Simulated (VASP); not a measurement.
# F (Cmce) in VASP: single point with PBEsol

Aim: the single point of F with PBEsol.

Everything below comes from runs of VASP 6.6.1. Logs are shortened: lines on timing, memory, paths and dates and some standing lists are left out, and cuts for length are marked.

## (1) The cell of the first run

The structure is orthorhombic, space group Cmce (No. 64). The conventional cell has a = 7.080 Å, b = 4.184 Å, c = 6.376 Å, α = 90.00°, β = 90.00°, γ = 90.00°. Within 1.9 Å of F (site symmetry m) lie 1 F at 1.43 Å.

## (2) Single point, PBEsol

INCAR

```
SYSTEM = F
  PREC = Accurate
  ENCUT = 520
  EDIFF = 1E-6
  ISMEAR = 0
  SIGMA = 0.05
  LREAL = .False.
  LASPH = .True.
  NELM = 60
  ALGO = Normal
  ISIF = 2
  LWAVE = .False.
  LCHARG = .False.
  GGA = PS
  NBANDS = 22
```

KPOINTS

```
Automatic mesh
0
Gamma
  6 6 4
  0 0 0
```

POSCAR

```
F
1.0
    3.5401180000     -2.0919010000      0.0000000000
    3.5401180000      2.0919010000      0.0000000000
    0.0000000000      0.0000000000      6.3757260000
F
4
Direct
    0.9125420000      0.0874580000      0.0960130000
    0.5874580000      0.4125420000      0.5960130000
    0.4125420000      0.5874580000      0.4039870000
    0.0874580000      0.9125420000      0.9039870000
```

Potentials or basis: VASP PAW PBE potentials, release 64 (F).

On the command line:

```console
$ cat potpaw_PBE.64/F/POTCAR > POTCAR
$ mpirun -np 1 vasp_std > vasp.out
```

OUTCAR:

```text
SYSTEM = F
   PREC = Accurate
   ENCUT = 520
   EDIFF = 1E-6
   ISMEAR = 0
   LREAL = .False.
   LASPH = .True.
   NELM = 60
   ISIF = 2
   GGA = PS

 ion  position               nearest neighbor table
   1  0.913  0.087  0.096-   4 1.43
   2  0.587  0.413  0.596-   3 1.43
   3  0.413  0.587  0.404-   2 1.43
   4  0.087  0.913  0.904-   1 1.43

  LATTYP: Found a base centered orthorhombic cell.
 ALAT       =     4.1838020000
 B/A-ratio  =     1.6922971020
 C/A-ratio  =     1.5239072021

  Lattice vectors:

 A1 = (  -3.5401180000,  -2.0919010000,   0.0000000000)
 A2 = (   3.5401180000,  -2.0919010000,   0.0000000000)
 A3 = (   0.0000000000,   0.0000000000,   6.3757260000)

Analysis of symmetry for initial positions (statically):
=====================================================================
 Subroutine PRICEL returns:
 Original cell was already a primitive cell.

 Routine SETGRP: Setting up the symmetry group for a
 base centered orthorhombic supercell.

 Subroutine GETGRP returns: Found  8 space group operations
 (whereof  4 operations were pure point group operations)
 out of a pool of  8 trial point group operations.

The static configuration has the point symmetry C_2h.
 The point group associated with its full space group is D_2h.

Analysis of symmetry for dynamics (positions and initial velocities):
=====================================================================
 Subroutine PRICEL returns:
 Original cell was already a primitive cell.

 Routine SETGRP: Setting up the symmetry group for a
 base centered orthorhombic supercell.

 Subroutine GETGRP returns: Found  8 space group operations
 (whereof  4 operations were pure point group operations)
 out of a pool of  8 trial point group operations.

The dynamic configuration has the point symmetry C_2h.
 The point group associated with its full space group is D_2h.

 Subroutine INISYM returns: Found  8 space group operations
 (whereof  4 operations are pure point group operations),
 and found     1 'primitive' translations

----------------------------------------------------------------------------------------

                                     Primitive cell

  volume of cell :      94.4319

  direct lattice vectors                    reciprocal lattice vectors
     3.540118000 -2.091901000  0.000000000     0.141238230 -0.239017047  0.000000000
     3.540118000  2.091901000  0.000000000     0.141238230  0.239017047  0.000000000
     0.000000000  0.000000000  6.375726000     0.000000000  0.000000000  0.156844883

  length of vectors
     4.111992856  4.111992856  6.375726000     0.277628144  0.277628144  0.156844883

  position of ions in fractional coordinates (direct lattice)
     0.912542000  0.087458000  0.096013000
     0.587458000  0.412542000  0.596013000
     0.412542000  0.587458000  0.403987000
     0.087458000  0.912542000  0.903987000

  ion indices of the primitive-cell ions
   primitive index   ion index
                 1           1
                 2           2
                 3           3
                 4           4

----------------------------------------------------------------------------------------

 KPOINTS: Automatic mesh

Automatic generation of k-mesh.
 Grid dimensions read from file:
 generate k-points for:    6    6    4

 Generating k-lattice:

  Cartesian coordinates                     Fractional coordinates (reciprocal lattice)
     0.023539705 -0.039836175  0.000000000     0.166666667  0.000000000  0.000000000
     0.023539705  0.039836175  0.000000000     0.000000000  0.166666667  0.000000000
     0.000000000  0.000000000  0.039211221     0.000000000  0.000000000  0.250000000

  Length of vectors
     0.046271357  0.046271357  0.039211221

  Shift w.r.t. Gamma in fractional coordinates (k-lattice)
     0.000000000  0.000000000  0.000000000

 Subroutine IBZKPT returns following result:
 ===========================================

 Found     39 irreducible k-points:

 Following reciprocal coordinates:
            Coordinates               Weight
  0.000000  0.000000  0.000000      1.000000
  0.166667 -0.000000  0.000000      4.000000
  0.333333  0.000000  0.000000      4.000000
  0.500000 -0.000000  0.000000      2.000000
  0.166667  0.166667  0.000000      2.000000
  0.333333  0.166667  0.000000      4.000000
[... 16 lines left out ...]
  0.333333  0.333333  0.250000      4.000000
  0.500000  0.333333  0.250000      8.000000
 [... further k-points ...]
   k-points           NKPTS =     39   k-points in BZ     NKDIM =     39   number of bands    NBANDS=     22
   number of dos      NEDOS =    301   number of ions     NIONS =      4
   total plane-waves  NPLWV =  49152
   dimension x,y,z NGX =    32 NGY =   32 NGZ =   48
   dimension x,y,z NGXF=    64 NGYF=   64 NGZF=   96
   ions per type =               4
   NGX,Y,Z   is equivalent  to a cutoff of  12.94, 12.94, 12.52 a.u.
   NGXF,Y,Z  is equivalent  to a cutoff of  25.87, 25.87, 25.03 a.u.
 SYSTEM =  F
   PREC   = accura    normal or accurate (medium, high low for compatibility)
   ISTART =      0    job   : 0-new  1-cont  2-samecut
   ICHARG =      2    charge: 1-file 2-atom 10-const
   ISPIN  =      1    spin polarized calculation?
   LNONCOLLINEAR =      F non collinear calculations
   LSORBIT =      F    spin-orbit coupling
   LASPH  =      T    aspherical Exc in radial PAW
   ENCUT  =  520.0 eV  38.22 Ry    6.18 a.u.   7.65  7.65 11.85*2*pi/ulx,y,z
   NELM   =     60;   NELMIN=  2; NELMDL= -5     # of ELM steps
   EDIFF  = 0.1E-05   stopping-criterion for ELM
   LREAL  =      F    real-space projection
   EDIFFG = 0.1E-04   stopping-criterion for IOM
   NSW    =      0    number of steps for IOM
   IBRION =     -1    ionic relax: 0-MD 1-quasi-New 2-CG
   NFREE  =      0    steps in history (QN), initial steepest desc. (CG)
   ISIF   =      2    stress and relaxation
   ISYM   =      2    0-nonsym 1-usesym 2-fastsym
   POTIM  = 0.5000    time-step for ionic-motion
   TEBEG  =    0.0;   TEEND  =   0.0 temperature during run
   PSTRESS=    0.0 pullay stress
   NELECT =      28.0000    total number of electrons
   NUPDOWN=      -1.0000    fix difference up-down
   EMIN   =  10.00;   EMAX   =-10.00  energy-range for DOS
   EFERMI =   0.00;   METHOD = LEGACY
   ISMEAR =     0;   SIGMA  =   0.05  broadening in eV -4-tet -1-fermi 0-gaus
   EFERMI_NEDOS =   21; number of points for ismear=-14 and -15
   IALGO  =     38    algorithm
   IMIX   =      4    mixing-type and parameters
     AMIX     =   0.40;   BMIX     =  1.00
     AMIX_MAG =   1.60;   BMIX_MAG =  1.00
  volume/ion in A,a.u.               =      23.61       159.31
  Fermi-wavevector in a.u.,A,eV,Ry     =   1.091662  2.062941 16.214402  1.191725
  Thomas-Fermi vector in A             =   2.227911
   LORBIT       =      0    0 simple, 1 ext, 2 COOP (PROOUT), +10 PAW based schemes
   GGA     = PS    functional components
   LHFCALC =     F    Hartree Fock is set to
   AEXX    =    0.0000 exact exchange contribution
   IVDW    =     0    specifies the selected vdW correction
   LEPSILON=     F    determine dielectric tensor
   LRPA    =     F    only Hartree local field effects (RPA)
 non-spin polarized calculation
 Gauss-broadening in eV      SIGMA  =   0.05
  energy-cutoff  :      520.00
  volume of cell :       94.43
 maximum number of plane-waves:      2572
 NGX is ok and might be reduce to    32
   NGX = 15   NGY = 15   NGZ = 23

 number of electron      28.0000018 magnetization

 Free energy of the ion-electron system (eV)
  ---------------------------------------------------
  ext. energy  EPLUGINS =         0.00000000
  ---------------------------------------------------
  free energy    TOTEN  =        -7.78584955 eV

  energy without entropy =       -7.78584955  energy(sigma->0) =       -7.78584955

 E-fermi :  -6.2885     XC(G=0):  -5.9264

 val. band max:       -6.6107112365   @ k =   0.5000   0.5000   0.0000
 cond. band min:      -3.5908675362   @ k =   0.0000   0.0000   0.0000
 fundamental gap:      3.0198437003
 Fermi energy:        -6.2884858856

 k-point     1 :       0.0000    0.0000    0.0000
  band No.  band energies     occupation
      1     -31.1534      2.00000
      2     -31.0721      2.00000
      3     -25.0341      2.00000
      4     -24.8533      2.00000
      5     -12.8550      2.00000
      6     -12.5446      2.00000
[... 14 lines left out ...]
     21      11.5179      0.00000
     22      11.6342      0.00000

 k-point     2 :       0.1667   -0.0000    0.0000
  band No.  band energies     occupation
      1     -31.1455      2.00000
      2     -31.0754      2.00000
      3     -25.0232      2.00000
      4     -24.8666      2.00000
      5     -12.8405      2.00000
      6     -12.5689      2.00000
[... 14 lines left out ...]
     21      10.5807      0.00000
     22      11.5172      0.00000

 k-point     3 :       0.3333    0.0000    0.0000
  band No.  band energies     occupation
      1     -31.1267      2.00000
      2     -31.0861      2.00000
      3     -24.9928      2.00000
      4     -24.9025      2.00000
      5     -12.7949      2.00000
      6     -12.6349      2.00000
[... 14 lines left out ...]
     21       9.1098      0.00000
     22       9.5120      0.00000
[... 476 lines left out ...]
 k-point    23 :       0.3333    0.3333    0.2500
  band No.  band energies     occupation
      1     -31.1350      2.00000
      2     -31.0800      2.00000
      3     -25.0029      2.00000
      4     -24.8810      2.00000
      5     -12.7999      2.00000
      6     -12.5997      2.00000
[... 14 lines left out ...]
     21       8.9206      0.00000
     22      10.4361      0.00000

 k-point    24 :       0.5000    0.3333    0.2500
  band No.  band energies     occupation
      1     -31.1288      2.00000
      2     -31.0819      2.00000
      3     -24.9950      2.00000
      4     -24.8916      2.00000
      5     -12.7855      2.00000
      6     -12.6156      2.00000
[... 14 lines left out ...]
     21       8.8652      0.00000
     22       9.1738      0.00000

 [... further k-points ...]

------------------------ aborting loop because EDIFF is reached ----------------------------------------

  FORCE on cell =-STRESS in cart. coord.  units (eV):
  Direction    XX          YY          ZZ          XY          YZ          ZX
  --------------------------------------------------------------------------------------
  -------------------------------------------------------------------------------------
  Total       -0.2855543     -0.7037745     -1.2233925      0.0000000     -0.0000000      0.0000000
  in kB       -4.8448555    -11.9405857    -20.7566805      0.0000000     -0.0000000      0.0000000
  external PRESSURE =     -12.5140406 kB  Pullay stress =       0.0000000 kB

 VOLUME and BASIS-vectors are now :
 -----------------------------------------------------------------------------
  energy-cutoff  :      520.00
  volume of cell :       94.43
      direct lattice vectors                 reciprocal lattice vectors
     3.540118000 -2.091901000  0.000000000     0.141238230 -0.239017047  0.000000000
     3.540118000  2.091901000  0.000000000     0.141238230  0.239017047  0.000000000
     0.000000000  0.000000000  6.375726000     0.000000000  0.000000000  0.156844883

 POSITION                                       TOTAL-FORCE (eV/Angst)
 -----------------------------------------------------------------------------------
      3.54012     -1.72599      0.61215         0.000000     -0.244399     -0.409056
      3.54012     -0.36591      3.80002         0.000000      0.244399     -0.409056
      3.54012      0.36591      2.57571         0.000000     -0.244399      0.409056
      3.54012      1.72599      5.76357         0.000000      0.244399      0.409056
 -----------------------------------------------------------------------------------
    total drift:                                0.000000     -0.000000     -0.000000

  FREE ENERGIE OF THE ION-ELECTRON SYSTEM (eV)
  ---------------------------------------------------
  free  energy   TOTEN  =        -7.7858495485 eV

  energy  without entropy=       -7.7858495485  energy(sigma->0) =       -7.78584955
```

It took 69 s on 1 thread of AMD EPYC 7R43 (Zen 3), shared host; peak memory 0.18 GiB.

What came out:

```
Free energy            : -7.7858 eV
Pressure               : -1.3 GPa
Largest force          : 0.477 eV/Å
Band gap on the k mesh : 3.02 eV
```

Forces on the atoms (eV/Å):
```
F    0.000 -0.244 -0.409
F    0.000  0.244 -0.409
F    0.000 -0.244  0.409
F    0.000  0.244  0.409
```

Stress tensor (GPa, compression positive):
```
-0.48  0.00  0.00
 0.00 -1.19  0.00
 0.00  0.00 -2.08
```

Caveat: the PAW data sets were made with another functional, which shifts forces and pressure a little. A k mesh can miss the band edges.
